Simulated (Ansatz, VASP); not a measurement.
## One calculation of Re, two programs

```
CELL_PARAMETERS angstrom
0.00000 2.28121 1.51107
2.28121 0.00000 1.51107
2.28121 2.28121 0.00000
ATOMIC_POSITIONS crystal
Re 0.00000 0.00000 0.00000
```

Alike in both runs: task single point; functional PBE; k mesh 10 × 10 × 10; occupations gaussian, width 0.15 eV; no spin polarisation.

|  | VASP | Ansatz |
| --- | --- | --- |
| version | VASP 6.6.1 | Ansatz 0.2.0 |
| potentials or method | VASP PAW PBE potentials, release 64 (Re), cutoff 520 eV | scalar-relativistic, plane waves, PAW |
| valence electrons in the cell | 7 | 15 |

Ansatz gave:

```
gap on the k mesh at the Fermi level (eV)                     : none
pressure (GPa)                                                : -13.2
traceless stress, the component that is largest in VASP (GPa) : -0.05
```

Task: Estimate VASP's values.

Result: gap on the k mesh at the Fermi level (eV): none; pressure (GPa): -13.8; traceless stress, the component that is largest in VASP (GPa): -0.33.

A gap of «none» marks a metal or a gap that the smearing closes. VASP's potentials hold 7 valence electrons a cell and Ansatz's 15, so a difference there can come from the potentials and not from the codes.

Spin-orbit coupling is off throughout.
